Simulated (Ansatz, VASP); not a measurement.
## One calculation of GeBr, two programs

The input INCAR:

```
PREC = Accurate ; ENCUT = 600
EDIFF = 1E-6 ; ISMEAR = 0
SIGMA = 0.1 ; LREAL = False
LASPH = True ; NELM = 80
ALGO = Normal ; ISIF = 3
LWAVE = False ; LCHARG = False
GGA = PE ; IBRION = 2
NSW = 100 ; EDIFFG = -0.01
```

The input KPOINTS:

```
Automatic mesh
0
Gamma
  18 18 10
```

The input POSCAR:

```
GeBr
1.0
    3.3418521545      0.0000000000      0.0000000000
   -1.6709260773      2.8941288615      0.0000000000
    0.0000000000      0.0000000000      5.3723932417
Ge Br
1 1
Direct
    0.0000000000      0.0000000000      0.0000000000
    0.0000000000      0.0000000000      0.5000000000
```

Input for Ansatz:

```yaml
crystal:
  lattice:
    - [3.3418521545, 0.0, 0.0]
    - [-1.6709260773, 2.8941288615, 0.0]
    - [0.0, 0.0, 5.3723932417]
  atoms:
    - { symbol: Ge, position: [0.0, 0.0, 0.0] }
    - { symbol: Br, position: [0.0, 0.0, 0.5] }
basis:
  ecutwfc: 420
kpoints:
  mp_grid: { grid: [18, 18, 10] }
hamiltonian:
  xc: pbe
scf:
  occupations: { method: gaussian, width: 0.1 }
output:
  forces: true
  stress: true
  eigenvalues: true
  write_density: true
  write_potential: true
  elf: true
  volumetric_format: npy
relax:
  adjacent_minimum: "off"
  f_tol: 0.01
  max_steps: 80
  cell: { stress_tol: 0.05 }
```

Alike in both runs: task relaxation of cell and atoms; functional PBE; k mesh 18 × 18 × 10; occupations gaussian, width 0.1 eV; no spin polarisation.

|  | VASP | Ansatz |
| --- | --- | --- |
| version | VASP 6.6.1 | Ansatz 0.2.0 |
| potentials or method | VASP PAW PBE potentials, release 64 (Ge_d, Br), cutoff 600 eV | scalar-relativistic, plane waves, PAW |
| valence electrons in the cell | 21 | 21 |

```tsv
	VASP	Ansatz	Ansatz less VASP
gap on the k mesh at the Fermi level, each at its own relaxed structure (eV)	none	none	-
relaxed volume (Å³/atom)	27.65	27.64	-0.019
relaxed cell length with the largest relative difference (Å)	3.496	3.496	-0.0008
```

A gap of «none» marks a metal or a gap that the smearing closes.
